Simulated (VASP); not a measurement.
# InSb3 (R-3m) in VASP: single point with PBE

Aim: the single point of InSb3 with PBE.

Everything below comes from runs of VASP 6.6.1. Logs are shortened: lines on timing, memory, paths and dates and some standing lists are left out, and cuts for length are marked.

## 1. The cell of the first run

The structure is trigonal, space group R-3m (No. 166). Conventional cell: a = 5.402 Å, b = 5.402 Å, c = 11.655 Å, α = 90.00°, β = 90.00°, γ = 120.00°. Within 3.6 Å of In (site symmetry -3m) lie 8 Sb at 2.73 to 3.33 Å. Within 3.6 Å of Sb (site symmetry 3m) lie 4 In at 2.73 to 3.33 Å and 7 Sb at 3.10 to 3.49 Å. Sb (site symmetry -3m) has 8 Sb at 3.10 to 3.22 Å and 6 In at 3.67 Å within 4.1 Å.

## 2. Single point, PBE (strained and its atoms moved)

Contents of INCAR:

```
PREC = Accurate
ENCUT = 520
EDIFF = 1E-6
ISMEAR = 0
SIGMA = 0.1
LREAL = F
LASPH = T
NELM = 100
ALGO = Normal
ISIF = 2
LWAVE = F
LCHARG = F
GGA = PE
ISYM = 0
NBANDS = 22
```

Contents of KPOINTS:

```
Automatic mesh
0
Gamma
  10 9 9
```

Contents of POSCAR:

```
InSb3
1.0
    0.3035644000      3.5161864452      3.5161864452
    3.8197508452      0.0000000000      3.8197508452
    3.8197508452      3.8197508452      0.0000000000
In Sb
1 3
Direct
    0.0000000000      0.0000000000      0.0000000000
    0.2984145653      0.2338618116      0.2338618116
    0.7015854347      0.7661381884      0.7661381884
    0.5000000000      0.5000000000      0.5000000000
```

Potentials or basis: VASP PAW PBE potentials, release 64 (In_d, Sb).

Launch:

```bash
> cat potpaw_PBE.64/In_d/POTCAR potpaw_PBE.64/Sb/POTCAR > POTCAR
> mpirun -np 1 vasp_std > vasp.out
```

OUTCAR:

```text
PREC = Accurate
   ENCUT = 520
   EDIFF = 1E-6
   ISMEAR = 0
   LREAL = F
   LASPH = T
   NELM = 100
   ISIF = 2
   GGA = PE
   ISYM = 0

 ion  position               nearest neighbor table
   1  0.000  0.000  0.000-   3 2.73   2 2.73   3 3.33   2 3.33   2 3.33   3 3.33   3 3.33   2 3.33
                             4 3.67   4 3.67   4 3.67   4 3.67   4 3.67   4 3.67
   2  0.298  0.234  0.234-   1 2.73   4 3.10   4 3.22   4 3.22   4 3.22   1 3.33   1 3.33   1 3.33
                             3 3.49   3 3.49   3 3.49
   3  0.702  0.766  0.766-   1 2.73   4 3.10   4 3.22   4 3.22   4 3.22   1 3.33   1 3.33   1 3.33
                             2 3.49   2 3.49   2 3.49
   4  0.500  0.500  0.500-   2 3.10   3 3.10   3 3.22   2 3.22   2 3.22   3 3.22   3 3.22   2 3.22
                             1 3.67   1 3.67   1 3.67   1 3.67   1 3.67   1 3.67

IMPORTANT INFORMATION: All symmetrisations will be switched off!
NOSYMM: (Re-)initialisation of all symmetry stuff for point group C_1.

----------------------------------------------------------------------------------------

                                     Primitive cell

  volume of cell :      98.1767

  direct lattice vectors                    reciprocal lattice vectors
     0.303564400  3.516186445  3.516186445    -0.148614722  0.148614722  0.148614722
     3.819750845  0.000000000  3.819750845     0.136803967 -0.136803967  0.124993213
     3.819750845  3.819750845  0.000000000     0.136803967  0.124993213 -0.136803967

  length of vectors
     4.981895782  5.401943450  5.401943450     0.257408248  0.230334440  0.230334440

  position of ions in fractional coordinates (direct lattice)
     0.000000000  0.000000000  0.000000000
     0.298414565  0.233861812  0.233861812
     0.701585435  0.766138188  0.766138188
     0.500000000  0.500000000  0.500000000

  ion indices of the primitive-cell ions
   primitive index   ion index
                 1           1
                 2           2
                 3           3
                 4           4

----------------------------------------------------------------------------------------

 KPOINTS: Automatic mesh

Automatic generation of k-mesh.
 Grid dimensions read from file:
 generate k-points for:   10    9    9

 Generating k-lattice:

  Cartesian coordinates                     Fractional coordinates (reciprocal lattice)
    -0.014861472  0.014861472  0.014861472     0.100000000  0.000000000  0.000000000
     0.015200441 -0.015200441  0.013888135     0.000000000  0.111111111  0.000000000
     0.015200441  0.013888135 -0.015200441     0.000000000  0.000000000  0.111111111

  Length of vectors
     0.025740825  0.025592716  0.025592716

  Shift w.r.t. Gamma in fractional coordinates (k-lattice)
     0.000000000  0.000000000  0.000000000

 -----------------------------------------------------------------------------
|                                                                             |
|           W    W    AA    RRRRR   N    N  II  N    N   GGGG   !!!           |
|           W    W   A  A   R    R  NN   N  II  NN   N  G    G  !!!           |
|           W    W  A    A  R    R  N N  N  II  N N  N  G       !!!           |
|           W WW W  AAAAAA  RRRRR   N  N N  II  N  N N  G  GGG   !            |
|           WW  WW  A    A  R   R   N   NN  II  N   NN  G    G                |
|           W    W  A    A  R    R  N    N  II  N    N   GGGG   !!!           |
|                                                                             |
|     Your reciprocal lattice and k-lattice belong to different lattice       |
|     classes:                                                                |
|                                                                             |
|        The reciprocal lattice is rhombohedral (trigonal),                   |
|        whereas your k-lattice is base-centered monoclinic.                  |
|                                                                             |
|     Results are often still useful ...                                      |
|                                                                             |
 -----------------------------------------------------------------------------

 WARNING: IBZKPT: internal override: KBLOWUP is changed to .FALSE.
      ... skipping the blow-up phase ...

 Subroutine IBZKPT returns following result:
 ===========================================

 Found    406 irreducible k-points:

 Following reciprocal coordinates:
            Coordinates               Weight
  0.000000  0.000000  0.000000      1.000000
  0.100000  0.000000  0.000000      2.000000
  0.200000  0.000000  0.000000      2.000000
  0.300000  0.000000  0.000000      2.000000
  0.400000  0.000000  0.000000      2.000000
  0.500000  0.000000  0.000000      1.000000
[... 16 lines left out ...]
 -0.400000  0.222222  0.000000      2.000000
 -0.300000  0.222222  0.000000      2.000000
 [... further k-points ...]
   k-points           NKPTS =    406   k-points in BZ     NKDIM =    406   number of bands    NBANDS=     22
   number of dos      NEDOS =    301   number of ions     NIONS =      4
   total plane-waves  NPLWV =  64000
   dimension x,y,z NGX =    40 NGY =   40 NGZ =   40
   dimension x,y,z NGXF=    80 NGYF=   80 NGZF=   80
   ions per type =               1   3
   NGX,Y,Z   is equivalent  to a cutoff of  13.35, 12.31, 12.31 a.u.
   NGXF,Y,Z  is equivalent  to a cutoff of  26.70, 24.62, 24.62 a.u.
 SYSTEM =  unknown system
   PREC   = accura    normal or accurate (medium, high low for compatibility)
   ISTART =      0    job   : 0-new  1-cont  2-samecut
   ICHARG =      2    charge: 1-file 2-atom 10-const
   ISPIN  =      1    spin polarized calculation?
   LNONCOLLINEAR =      F non collinear calculations
   LSORBIT =      F    spin-orbit coupling
   LASPH  =      T    aspherical Exc in radial PAW
   ENCUT  =  520.0 eV  38.22 Ry    6.18 a.u.   9.26 10.04 10.04*2*pi/ulx,y,z
   NELM   =    100;   NELMIN=  2; NELMDL= -5     # of ELM steps
   EDIFF  = 0.1E-05   stopping-criterion for ELM
   LREAL  =      F    real-space projection
   EDIFFG = 0.1E-04   stopping-criterion for IOM
   NSW    =      0    number of steps for IOM
   IBRION =     -1    ionic relax: 0-MD 1-quasi-New 2-CG
   NFREE  =      0    steps in history (QN), initial steepest desc. (CG)
   ISIF   =      2    stress and relaxation
   ISYM   =      0    0-nonsym 1-usesym 2-fastsym
   POTIM  = 0.5000    time-step for ionic-motion
   TEBEG  =    0.0;   TEEND  =   0.0 temperature during run
   PSTRESS=    0.0 pullay stress
   NELECT =      28.0000    total number of electrons
   NUPDOWN=      -1.0000    fix difference up-down
   EMIN   =  10.00;   EMAX   =-10.00  energy-range for DOS
   EFERMI =   0.00;   METHOD = LEGACY
   ISMEAR =     0;   SIGMA  =   0.10  broadening in eV -4-tet -1-fermi 0-gaus
   EFERMI_NEDOS =   21; number of points for ismear=-14 and -15
   IALGO  =     38    algorithm
   IMIX   =      4    mixing-type and parameters
     AMIX     =   0.40;   BMIX     =  1.00
     AMIX_MAG =   1.60;   BMIX_MAG =  1.00
  volume/ion in A,a.u.               =      24.54       165.63
  Fermi-wavevector in a.u.,A,eV,Ry     =   1.077601  2.036371 15.799418  1.161224
  Thomas-Fermi vector in A             =   2.213517
   LORBIT       =      0    0 simple, 1 ext, 2 COOP (PROOUT), +10 PAW based schemes
   GGA     = PE    functional components
   LHFCALC =     F    Hartree Fock is set to
   AEXX    =    0.0000 exact exchange contribution
   IVDW    =     0    specifies the selected vdW correction
   LEPSILON=     F    determine dielectric tensor
   LRPA    =     F    only Hartree local field effects (RPA)
 non-spin polarized calculation
 Gauss-broadening in eV      SIGMA  =   0.10
  energy-cutoff  :      520.00
  volume of cell :       98.18
 maximum number of plane-waves:      2663
 NGX is ok and might be reduce to    40
   NGX = 19   NGY = 21   NGZ = 21

 number of electron      27.9999994 magnetization

 Free energy of the ion-electron system (eV)
  ---------------------------------------------------
  ext. energy  EPLUGINS =         0.00000000
  ---------------------------------------------------
  free energy    TOTEN  =       -13.58473690 eV

  energy without entropy =      -13.57402948  energy(sigma->0) =      -13.57938319

 E-fermi :   9.3949     XC(G=0): -10.5992

 val. band max:        9.3938838461   @ k =  -0.4000   0.3333   0.1111
 cond. band min:       9.3956662290   @ k =   0.0000  -0.3333   0.2222
 fundamental gap:      0.0017823829
 Fermi energy:         9.3948876002

 k-point     1 :       0.0000    0.0000    0.0000
  band No.  band energies     occupation
      1      -5.6319      2.00000
      2      -5.4389      2.00000
      3      -5.4383      2.00000
      4      -5.3807      2.00000
      5      -5.3804      2.00000
      6      -3.6609      2.00000
[... 14 lines left out ...]
     21      15.4985      0.00000
     22      15.4990      0.00000

 k-point     2 :       0.1000    0.0000    0.0000
  band No.  band energies     occupation
      1      -5.6290      2.00000
      2      -5.4364      2.00000
      3      -5.4359      2.00000
      4      -5.3816      2.00000
      5      -5.3814      2.00000
      6      -3.5770      2.00000
[... 14 lines left out ...]
     21      15.5624      0.00000
     22      15.5629      0.00000

 k-point     3 :       0.2000    0.0000    0.0000
  band No.  band energies     occupation
      1      -5.6247      2.00000
      2      -5.4302      2.00000
      3      -5.4296      2.00000
      4      -5.3840      2.00000
      5      -5.3839      2.00000
      6      -3.3203      2.00000
[... 14 lines left out ...]
     21      15.6825      0.00000
     22      15.6828      0.00000
[... 476 lines left out ...]
 k-point    23 :      -0.4000    0.2222    0.0000
  band No.  band energies     occupation
      1      -5.6277      2.00000
      2      -5.4254      2.00000
      3      -5.4178      2.00000
      4      -5.3926      2.00000
      5      -5.3842      2.00000
      6      -1.7039      2.00000
[... 14 lines left out ...]
     21      17.0369      0.00000
     22      17.0902      0.00000

 k-point    24 :      -0.3000    0.2222    0.0000
  band No.  band energies     occupation
      1      -5.6259      2.00000
      2      -5.4245      2.00000
      3      -5.4230      2.00000
      4      -5.3911      2.00000
      5      -5.3841      2.00000
      6      -2.1533      2.00000
[... 14 lines left out ...]
     21      16.7357      0.00000
     22      17.1249      0.00000

 [... further k-points ...]

------------------------ aborting loop because EDIFF is reached ----------------------------------------

  FORCE on cell =-STRESS in cart. coord.  units (eV):
  Direction    XX          YY          ZZ          XY          YZ          ZX
  --------------------------------------------------------------------------------------
  -------------------------------------------------------------------------------------
  Total        6.2072833      6.0335707      6.0335710     -3.0109387      2.8807651     -3.0109386
  in kB      101.2987093     98.4638349     98.4638400    -49.1365051     47.0121577    -49.1365034
  external PRESSURE =      99.4087947 kB  Pullay stress =       0.0000000 kB

 VOLUME and BASIS-vectors are now :
 -----------------------------------------------------------------------------
  energy-cutoff  :      520.00
  volume of cell :       98.18
      direct lattice vectors                 reciprocal lattice vectors
     0.303564400  3.516186445  3.516186445    -0.148614722  0.148614722  0.148614722
     3.819750845  0.000000000  3.819750845     0.136803967 -0.136803967  0.124993213
     3.819750845  3.819750845  0.000000000     0.136803967  0.124993213 -0.136803967

 POSITION                                       TOTAL-FORCE (eV/Angst)
 -----------------------------------------------------------------------------------
      0.00000      0.00000      0.00000         0.000000      0.000000     -0.000001
      1.87718      1.94258      1.94258         0.770918     -0.794797     -0.794797
      6.06589      5.39336      5.39336        -0.770918      0.794797      0.794797
      3.97153      3.66797      3.66797        -0.000000      0.000000      0.000000
 -----------------------------------------------------------------------------------
    total drift:                                0.000000      0.000000     -0.000001

  FREE ENERGIE OF THE ION-ELECTRON SYSTEM (eV)
  ---------------------------------------------------
  free  energy   TOTEN  =       -13.5847368987 eV

  energy  without entropy=      -13.5740294846  energy(sigma->0) =      -13.57938319
```

Run time: 19 min. Hardware: 1 thread of Intel Xeon 8259CL, shared host; peak memory 0.87 GiB.

What came out:

```yaml
Free_energy: -13.5847 eV
Pressure: 9.9 GPa
Largest_force: 1.363 eV/Å
Band_gap_on_the_k_mesh: zero (band 14 reaches 10.78 eV, above the bottom of band 15 at 7.63 eV)
```

Forces on the atoms (eV/Å):
```
In   0.000  0.000  0.000
Sb   0.771 -0.795 -0.795
Sb  -0.771  0.795  0.795
Sb   0.000  0.000  0.000
```

Stress tensor (GPa, compression positive):
```
10.13 -4.91 -4.91
-4.91  9.85  4.70
-4.91  4.70  9.85
```

Caveat: the cell differs from its parent crystal (strained and its atoms moved); spin-orbit coupling is left out, which moves the levels of the heavy elements; forces of over 1 eV/Å act on the atoms, so gaps and moduli don't describe the material at rest.
